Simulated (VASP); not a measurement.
# MnO in VASP: a series of runs

The runs below take MnO through single point, with PBE, r2SCAN.

All numbers are computed with VASP 6.6.1; they aren't measurements. Logs are shortened: lines on timing, memory, paths and dates and some standing lists are left out, and cuts for length are marked.

**1. The cell of the first run**

It takes space group C2/m (No. 12, monoclinic). The conventional cell has a = 5.331 Å, b = 3.078 Å, c = 5.300 Å, α = 90.00°, β = 90.57°, γ = 90.00°. Within 2.9 Å of Mn (site symmetry 2/m) lie 6 O at 2.21 to 2.22 Å and 2 Mn at 2.65 Å. Within 2.9 Å of Mn (site symmetry 2/m) lie 6 O at 2.21 to 2.23 Å and 2 Mn at 2.65 Å. O (site symmetry m) has 6 Mn at 2.21 to 2.23 Å within 2.9 Å.

**2. Single point, PBE, collinear spin, antiferromagnetic start**

Contents of INCAR:

```
SYSTEM = MnO
  PREC = Accurate
  ENCUT = 520
  EDIFF = 1E-6
  ISMEAR = 0
  SIGMA = 0.05
  LREAL = .FALSE.
  LASPH = .TRUE.
  NELM = 150
  ALGO = Normal
  ISIF = 2
  LWAVE = .FALSE.
  LCHARG = .FALSE.
  ISPIN = 2
  MAGMOM = 4.35 -4.35 0 0
  LORBIT = 11
  LMAXMIX = 4
  GGA = PE
  NBANDS = 31
  KPAR = 4
```

Contents of KPOINTS:

```
regular mesh
0
G
  12 12 8
  0 0 0
```

Contents of POSCAR:

```
MnO
1.0
    3.0779632574      0.0000000000      0.0000000000
   -1.5389816287      2.6655943729     -0.0133279719
    0.0000000000     -0.0264977801      5.2995560115
Mn O
2 2
Direct
    0.0000000000      0.0000000000      0.0000000000
    0.0000000000      0.0000000000      0.5000000000
    0.3333333333      0.6666666667      0.2499993605
    0.6666666667      0.3333333333      0.7500006395
```

Potentials or basis: VASP PAW PBE potentials, release 64 (Mn_pv, O).

On the command line:

```
> cat potpaw_PBE.64/Mn_pv/POTCAR potpaw_PBE.64/O/POTCAR > POTCAR
> mpirun -np 4 vasp_std > vasp.out
```

OUTCAR:

```text
SYSTEM = MnO
   PREC = Accurate
   ENCUT = 520
   EDIFF = 1E-6
   ISMEAR = 0
   LREAL = .FALSE.
   LASPH = .TRUE.
   NELM = 150
   ISIF = 2
   ISPIN = 2
   LORBIT = 11
   GGA = PE

 ion  position               nearest neighbor table
   1  0.000  0.000  0.000-   3 2.21   4 2.21   4 2.22   3 2.22   4 2.22   3 2.22   2 2.65   2 2.65

   2  0.000  0.000  0.500-   3 2.21   4 2.21   4 2.21   3 2.21   4 2.23   3 2.23   1 2.65   1 2.65

   3  0.333  0.667  0.250-   1 2.21   2 2.21   2 2.21   1 2.22   1 2.22   2 2.23
   4  0.667  0.333  0.750-   1 2.21   2 2.21   2 2.21   1 2.22   1 2.22   2 2.23

  LATTYP: Found a base centered monoclinic cell.
 ALAT       =     5.3312553852
 B/A-ratio  =     0.5773430524
 C/A-ratio  =     0.9940664764
 COS(beta)  =    -0.0099997500

  Lattice vectors:

 A1 = (   1.5389816287,   2.6655943729,  -0.0133279719)
 A2 = (  -1.5389816287,   2.6655943729,  -0.0133279719)
 A3 = (   0.0000000000,  -0.0264977801,   5.2995560115)

Analysis of symmetry for initial positions (statically):
=====================================================================
 Subroutine PRICEL returns:
 Original cell was already a primitive cell.

 Routine SETGRP: Setting up the symmetry group for a
 base centered monoclinic supercell.

 Subroutine GETGRP returns: Found  4 space group operations
 (whereof  4 operations were pure point group operations)
 out of a pool of  4 trial point group operations.

The static configuration has the point symmetry C_2h.

Analysis of symmetry for dynamics (positions and initial velocities):
=====================================================================
 Subroutine PRICEL returns:
 Original cell was already a primitive cell.

 Routine SETGRP: Setting up the symmetry group for a
 base centered monoclinic supercell.

 Subroutine GETGRP returns: Found  4 space group operations
 (whereof  4 operations were pure point group operations)
 out of a pool of  4 trial point group operations.

The dynamic configuration has the point symmetry C_2h.

Analysis of structural, dynamic, and magnetic symmetry:
=====================================================================
 Subroutine PRICEL returns:
 Original cell was already a primitive cell.

 Routine SETGRP: Setting up the symmetry group for a
 base centered monoclinic supercell.

 Subroutine GETGRP returns: Found  4 space group operations
 (whereof  4 operations were pure point group operations)
 out of a pool of  4 trial point group operations.

The overall configuration has the point symmetry C_2h.

 Subroutine INISYM returns: Found  4 space group operations
 (whereof  4 operations are pure point group operations),
 and found     1 'primitive' translations

----------------------------------------------------------------------------------------

                                     Primitive cell

  volume of cell :      43.4797

  direct lattice vectors                    reciprocal lattice vectors
     3.077963257  0.000000000  0.000000000     0.324890168  0.187580115  0.000937901
    -1.538981629  2.665594373 -0.013327972     0.000000000  0.375160231  0.001875801
     0.000000000 -0.026497780  5.299556011     0.000000000  0.000943499  0.188699770

  length of vectors
     3.077963257  3.077992113  5.299622256     0.375154369  0.375164920  0.188702129

  position of ions in fractional coordinates (direct lattice)
     0.000000000  0.000000000  0.000000000
     0.000000000  0.000000000  0.500000000
     0.333333333  0.666666667  0.249999360
     0.666666667  0.333333333  0.750000640

  ion indices of the primitive-cell ions
   primitive index   ion index
                 1           1
                 2           2
                 3           3
                 4           4

----------------------------------------------------------------------------------------

 KPOINTS: regular mesh

Automatic generation of k-mesh.
 Grid dimensions read from file:
 generate k-points for:   12   12    8

 Generating k-lattice:

  Cartesian coordinates                     Fractional coordinates (reciprocal lattice)
     0.027074181  0.015631676  0.000078158     0.083333333 -0.000000000  0.000000000
     0.000000000  0.031263353  0.000156317     0.000000000  0.083333333  0.000000000
     0.000000000  0.000117937  0.023587471     0.000000000 -0.000000000  0.125000000

  Length of vectors
     0.031262864  0.031263743  0.023587766

  Shift w.r.t. Gamma in fractional coordinates (k-lattice)
     0.000000000  0.000000000  0.000000000

 Subroutine IBZKPT returns following result:
 ===========================================

 Found    320 irreducible k-points:

 Following reciprocal coordinates:
            Coordinates               Weight
  0.000000  0.000000  0.000000      1.000000
  0.083333 -0.000000  0.000000      4.000000
  0.166667 -0.000000 -0.000000      4.000000
  0.250000 -0.000000 -0.000000      4.000000
  0.333333 -0.000000  0.000000      4.000000
  0.416667 -0.000000  0.000000      4.000000
[... 16 lines left out ...]
  0.333333  0.166667 -0.000000      4.000000
  0.416667  0.166667  0.000000      4.000000
 [... further k-points ...]
   k-points           NKPTS =    320   k-points in BZ     NKDIM =    320   number of bands    NBANDS=     31
   number of dos      NEDOS =    301   number of ions     NIONS =      4
   total plane-waves  NPLWV =  23040
   dimension x,y,z NGX =    24 NGY =   24 NGZ =   40
   dimension x,y,z NGXF=    48 NGYF=   48 NGZF=   80
   ions per type =               2   2
   NGX,Y,Z   is equivalent  to a cutoff of  12.96, 12.96, 12.55 a.u.
   NGXF,Y,Z  is equivalent  to a cutoff of  25.93, 25.93, 25.10 a.u.
 SYSTEM =  MnO
   PREC   = accura    normal or accurate (medium, high low for compatibility)
   ISTART =      0    job   : 0-new  1-cont  2-samecut
   ICHARG =      2    charge: 1-file 2-atom 10-const
   ISPIN  =      2    spin polarized calculation?
   LNONCOLLINEAR =      F non collinear calculations
   LSORBIT =      F    spin-orbit coupling
   LASPH  =      T    aspherical Exc in radial PAW
   ENCUT  =  520.0 eV  38.22 Ry    6.18 a.u.   5.72  5.72  9.85*2*pi/ulx,y,z
   NELM   =    150;   NELMIN=  2; NELMDL= -5     # of ELM steps
   EDIFF  = 0.1E-05   stopping-criterion for ELM
   LREAL  =      F    real-space projection
   EDIFFG = 0.1E-04   stopping-criterion for IOM
   NSW    =      0    number of steps for IOM
   IBRION =     -1    ionic relax: 0-MD 1-quasi-New 2-CG
   NFREE  =      0    steps in history (QN), initial steepest desc. (CG)
   ISIF   =      2    stress and relaxation
   ISYM   =      2    0-nonsym 1-usesym 2-fastsym
   POTIM  = 0.5000    time-step for ionic-motion
   TEBEG  =    0.0;   TEEND  =   0.0 temperature during run
   PSTRESS=    0.0 pullay stress
   NELECT =      38.0000    total number of electrons
   NUPDOWN=      -1.0000    fix difference up-down
   EMIN   =  10.00;   EMAX   =-10.00  energy-range for DOS
   EFERMI =   0.00;   METHOD = LEGACY
   ISMEAR =     0;   SIGMA  =   0.05  broadening in eV -4-tet -1-fermi 0-gaus
   EFERMI_NEDOS =   21; number of points for ismear=-14 and -15
   IALGO  =     38    algorithm
   IMIX   =      4    mixing-type and parameters
     AMIX     =   0.40;   BMIX     =  1.00
     AMIX_MAG =   1.60;   BMIX_MAG =  1.00
  volume/ion in A,a.u.               =      10.87        73.35
  Fermi-wavevector in a.u.,A,eV,Ry     =   1.565215  2.957827 33.332884  2.449898
  Thomas-Fermi vector in A             =   2.667724
   LORBIT       =     11    0 simple, 1 ext, 2 COOP (PROOUT), +10 PAW based schemes
   GGA     = PE    functional components
   LHFCALC =     F    Hartree Fock is set to
   AEXX    =    0.0000 exact exchange contribution
   IVDW    =     0    specifies the selected vdW correction
   LEPSILON=     F    determine dielectric tensor
   LRPA    =     F    only Hartree local field effects (RPA)
 spin polarized calculation
 Gauss-broadening in eV      SIGMA  =   0.05
  energy-cutoff  :      520.00
  volume of cell :       43.48
 maximum number of plane-waves:      1185
   NGX = 11   NGY = 11   NGZ = 19

 number of electron      38.0000022 magnetization       0.0000002

 number of electron      38.0000022 magnetization      -0.0000000

 Free energy of the ion-electron system (eV)
  ---------------------------------------------------
  ext. energy  EPLUGINS =         0.00000000
  ---------------------------------------------------
  free energy    TOTEN  =       -32.88257537 eV

  energy without entropy =      -32.88257537  energy(sigma->0) =      -32.88257537

 E-fermi :   7.1522     XC(G=0): -11.8934

 val. band max:        6.8829741427   @ k =   0.0000   0.5000   0.5000
 cond. band min:       7.7152980326   @ k =   0.0000   0.5000   0.5000
 fundamental gap:      0.8323238899
 Fermi energy:         7.1521993701

 spin component 1

 k-point     1 :       0.0000    0.0000    0.0000
  band No.  band energies     occupation
      1     -42.8499      1.00000
      2     -42.7646      1.00000
      3     -42.7581      1.00000
      4     -38.3360      1.00000
      5     -38.1778      1.00000
      6     -38.1716      1.00000
[... 805 lines left out ...]
     30      17.5430      0.00000
     31      19.1250      0.00000

 [... further k-points ...]

 spin component 2

 k-point     1 :       0.0000    0.0000    0.0000
  band No.  band energies     occupation
      1     -42.8498      1.00000
      2     -42.7644      1.00000
      3     -42.7582      1.00000
      4     -38.3361      1.00000
      5     -38.1779      1.00000
      6     -38.1716      1.00000
[... 805 lines left out ...]
     30      17.5387      0.00000
     31      19.1304      0.00000

 [... further k-points ...]

------------------------ aborting loop because EDIFF is reached ----------------------------------------

  FORCE on cell =-STRESS in cart. coord.  units (eV):
  Direction    XX          YY          ZZ          XY          YZ          ZX
  --------------------------------------------------------------------------------------
  -------------------------------------------------------------------------------------
  Total        0.0260418      0.0252772      0.0607742      0.0000000      0.0056391      0.0000000
  in kB        0.9596100      0.9314380      2.2394617      0.0000000      0.2077956      0.0000000
  external PRESSURE =       1.3768366 kB  Pullay stress =       0.0000000 kB

 VOLUME and BASIS-vectors are now :
 -----------------------------------------------------------------------------
  energy-cutoff  :      520.00
  volume of cell :       43.48
      direct lattice vectors                 reciprocal lattice vectors
     3.077963257  0.000000000  0.000000000     0.324890168  0.187580115  0.000937901
    -1.538981629  2.665594373 -0.013327972     0.000000000  0.375160231  0.001875801
     0.000000000 -0.026497780  5.299556011     0.000000000  0.000943499  0.188699770

 POSITION                                       TOTAL-FORCE (eV/Angst)
 -----------------------------------------------------------------------------------
      0.00000      0.00000      0.00000        -0.000000      0.000000      0.000000
      0.00000     -0.01325      2.64978         0.000000      0.000000      0.000000
     -0.00000      1.77044      1.31600         0.000000     -0.000033      0.000075
      1.53898      0.86866      3.97023         0.000000      0.000033     -0.000075
 -----------------------------------------------------------------------------------
    total drift:                                0.000000     -0.000000      0.000000

  FREE ENERGIE OF THE ION-ELECTRON SYSTEM (eV)
  ---------------------------------------------------
  free  energy   TOTEN  =       -32.8825753690 eV

  energy  without entropy=      -32.8825753690  energy(sigma->0) =      -32.88257537

 total charge

# of ion       s       p       d       tot
------------------------------------------
    1        0.210   6.189   5.009  11.407
    2        0.210   6.189   5.009  11.407
    3        1.562   3.408   0.000   4.969
    4        1.562   3.408   0.000   4.969
--------------------------------------------------
tot          3.543  19.192  10.018  32.754

 magnetization (x)

# of ion       s       p       d       tot
------------------------------------------
    1        0.015   0.012   4.192   4.219
    2       -0.015  -0.012  -4.192  -4.219
    3        0.000   0.000   0.000   0.000
    4        0.000   0.000   0.000   0.000
--------------------------------------------------
tot          0.000   0.000  -0.000  -0.000
```

Wall time 1.9 min (4 MPI ranks of Intel Xeon Platinum 8375C at 2.90GHz (Ice Lake), shared host); peak memory 0.62 GiB.

What came out:

```
Free energy                                           : -32.8826 eV
Pressure                                              : 0.1 GPa
Band gap on the k mesh                                : 0.83 eV, direct
Net moment                                            : 0.00 μB per cell
Site moments                                          : Mn +4.22, -4.22; O +0.00 μB
Valence electrons inside the program's atomic spheres : Mn 11.41; O 4.97
```

**3. Single point, r2SCAN, collinear spin, antiferromagnetic start**

Edit POSCAR of step 2 so:

```diff
@@ -3,4 +3,4 @@
     3.0779632574      0.0000000000      0.0000000000
-   -1.5389816287      2.6655943729     -0.0133279719
-    0.0000000000     -0.0264977801      5.2995560115
+   -1.5389816287      2.6655943729      0.0000000000
+    0.0000000000      0.0000000000      5.2995560115
 Mn O
```

Contents of INCAR.step1:

```
ALGO     = Normal         # electronic algorithm
EDIFF    = 1E-4           # SCF threshold, eV
ENCUT    = 520            # plane-wave cutoff, eV
GGA      = PE             # functional
ISMEAR   = 0              # smearing method
ISPIN    = 2              # spin polarisation
LASPH    = T              # aspherical terms in the spheres
LCHARG   = F              # write CHGCAR
LMAXMIX  = 4              # l up to which the mixer works
LREAL    = F              # projectors in reciprocal space
LWAVE    = T              # write WAVECAR
MAGMOM   = 5 -5 0 0       # initial moments
NBANDS   = 31             # bands
NELM     = 150            # most SCF steps
PREC     = Accurate       # precision mode
SIGMA    = 0.05           # smearing width, eV
```

Contents of INCAR.step2:

```
ALGO     = Normal         # electronic algorithm
EDIFF    = 1E-7           # SCF threshold, eV
ENCUT    = 520            # plane-wave cutoff, eV
ISIF     = 2              # what is computed and relaxed
ISMEAR   = 0              # smearing method
ISPIN    = 2              # spin polarisation
ISTART   = 1            
LASPH    = T              # aspherical terms in the spheres
LCHARG   = F              # write CHGCAR
LMAXMIX  = 4              # l up to which the mixer works
LMIXTAU  = T            
LORBIT   = 11             # projections on sites
LREAL    = F              # projectors in reciprocal space
LWAVE    = F              # write WAVECAR
MAGMOM   = 5 -5 0 0       # initial moments
METAGGA  = R2SCAN         # meta-GGA
NBANDS   = 31             # bands
NELM     = 150            # most SCF steps
PREC     = Accurate       # precision mode
SIGMA    = 0.05           # smearing width, eV
```

Contents of KPOINTS:

```
k-points
0
Gamma
  12 12 8
```

Potentials or basis: VASP PAW PBE potentials, release 64 (Mn_pv, O).

On the command line:

```
> cat potpaw_PBE.64/Mn_pv/POTCAR potpaw_PBE.64/O/POTCAR > POTCAR
> cp INCAR.step1 INCAR
> mpirun -np 1 vasp_std > vasp.out
> cp INCAR.step2 INCAR
> mpirun -np 1 vasp_std > vasp.out
```

Run time: 8.4 min. Hardware: 1 thread of Intel Xeon Platinum 8488C (Sapphire Rapids), shared host; peak memory 0.31 GiB.

It converged, with:

```
Free energy                                           : -48.8472 eV
Pressure                                              : -1.1 GPa
Band gap on the k mesh                                : 1.81 eV, indirect (least direct gap 2.13 eV)
Net moment                                            : 0.00 μB per cell
Site moments                                          : Mn +4.40, -4.40; O +0.00 μB
Valence electrons inside the program's atomic spheres : Mn 11.39; O 5.02
```

Stress tensor (GPa, compression positive):
```
-1.51  0.00  0.00
 0.00 -1.51  0.00
 0.00  0.00 -0.23
```

Levels at points of the mesh, in eV from the valence-band top:
Spin up:
| k point | band 17 | band 18 | band 19 | band 20 | band 21 | band 22 |
| --- | --- | --- | --- | --- | --- | --- |
| (0.00, 0.00, 0.00) | -2.20 | -0.57 | -0.57 | 1.81 | 3.44 | 3.52 |
| (0.50, 0.00, 0.00) | -1.31 | -0.39 | -0.24 | 2.38 | 4.32 | 4.42 |
| (0.00, 0.00, 0.50) | -1.97 | 0.00 | 0.00 | 2.61 | 3.37 | 3.37 |
| (0.50, 0.00, 0.50) | -1.29 | -0.08 | 0.00 | 2.13 | 4.09 | 4.41 |
Spin down:
| k point | band 15 | band 16 | band 17 | band 18 | band 19 | band 20 | band 21 | band 22 | band 23 | band 24 |
| --- | --- | --- | --- | --- | --- | --- | --- | --- | --- | --- |
| (0.00, 0.00, 0.00) | -2.50 | -2.20 | -2.20 | -0.57 | -0.57 | 1.81 | 3.44 | 3.52 | 3.52 | 4.64 |
| (0.50, 0.00, 0.00) | -2.78 | -1.53 | -1.31 | -0.39 | -0.24 | 2.38 | 4.32 | 4.42 | 4.95 | 4.98 |
| (0.00, 0.00, 0.50) | -2.16 | -2.16 | -1.97 | 0.00 | 0.00 | 2.61 | 3.37 | 3.37 | 4.00 | 4.54 |
| (0.50, 0.00, 0.50) | -2.63 | -1.53 | -1.29 | -0.08 | 0.00 | 2.13 | 4.09 | 4.41 | 4.68 | 4.78 |

Caveat: the PAW data sets were made with another functional, which shifts forces and pressure a little.

(Continued in part 2 of 2.)
